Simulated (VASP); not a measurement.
Set up this calculation in VASP 6.6.1, as the native input.

```
Task                   : relaxation of shape and atoms at fixed volume
Functional             : PBE
Potentials or basis    : VASP PAW PBE potentials, release 64 (Se)
Cutoff                 : 600 eV
k mesh                 : 18 × 18 × 18
Occupations            : gaussian, width 0.05 eV
Spin                   : no spin polarisation
Dipole correction      : no
Further INCAR settings : ALGO = Normal; EDIFF = 1e-06; IBRION = 2; EDIFFG = -0.01; NSW = 60; ISIF = 4
```

The structure of Se lies in POSCAR:

```
Se
1.0
    1.7601433877      1.0162192588      1.4370349579
   -1.7601433877      1.0162192588      1.4370349579
    0.0000000000     -2.0324385174      1.4370349580
Se
1
Direct
    0.0000000000      0.0000000000      0.0000000000
```

This isn't the form of Se at room conditions, which is trigonal, of chains.

These files were run (other wordings do the same):

INCAR

```
PREC = Accurate
ENCUT = 600
EDIFF = 1E-6
ISMEAR = 0
SIGMA = 0.05
LREAL = False
LASPH = True
NELM = 100
ALGO = Normal
ISIF = 4
LWAVE = False
LCHARG = False
GGA = PE
IBRION = 2
NSW = 60
EDIFFG = -0.01
```

KPOINTS

```
regular mesh
0
Gamma
  18 18 18
```

Potentials or basis: VASP PAW PBE potentials, release 64 (Se).

Launch:

```bash
$ cat potpaw_PBE.64/Se/POTCAR > POTCAR
$ mpirun -np 1 vasp_std > vasp.out
```

Results of the run:

- Pressure after relaxing: 64.3 GPa
- Band gap on the k mesh: zero (bands 3 and 4 overlap by 9.82 eV)

Run time: 25 s on 1 thread of Intel(R) Xeon(R) Platinum 8488C (Sapphire Rapids), on a shared host, peak memory 0.19 GiB.
